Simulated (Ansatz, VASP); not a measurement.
**GaN: VASP beside Ansatz**

```
CELL_PARAMETERS angstrom
-3.18000 0.00000 0.00000
-1.59000 -2.75396 0.00000
0.00000 0.00000 10.33200
ATOMIC_POSITIONS crystal
Ga 0.33333 0.33333 0.00000
Ga 0.33333 0.33333 0.50000
Ga 0.66667 0.66667 0.25000
Ga 0.66667 0.66667 0.75000
N 0.33333 0.33333 0.18750
N 0.33333 0.33333 0.68750
N 0.66667 0.66667 0.43750
N 0.66667 0.66667 0.93750
```

Alike in both runs: task single point; functional PBE; k mesh 10 × 10 × 3; occupations gaussian, width 0.05 eV; no spin polarisation.

|  | VASP | Ansatz |
| --- | --- | --- |
| version | VASP 6.6.1 | Ansatz 0.2.0 |
| potentials or method | VASP PAW PBE potentials, release 64 (Ga_d, N), cutoff 520 eV | scalar-relativistic, plane waves, PAW |
| valence electrons in the cell | 72 | 72 |

|  | VASP | Ansatz | Ansatz less VASP |
| --- | --- | --- | --- |
| gap on the k mesh at the Fermi level (eV) | 1.97 | 1.96 | -0.008 |
| least direct gap on the mesh (eV) | 1.97 | 1.96 | -0.008 |
| pressure (GPa) | 7.4 | 7.3 | -0.07 |
| traceless stress, the component that is largest in VASP (GPa) | 1.45 | 1.44 | -0.008 |
| rms of the force components (eV/Å) | 0.078 | 0.079 | +0.0014 |

Atom by atom the forces differ by 0.001 eV/Å (rms over components).
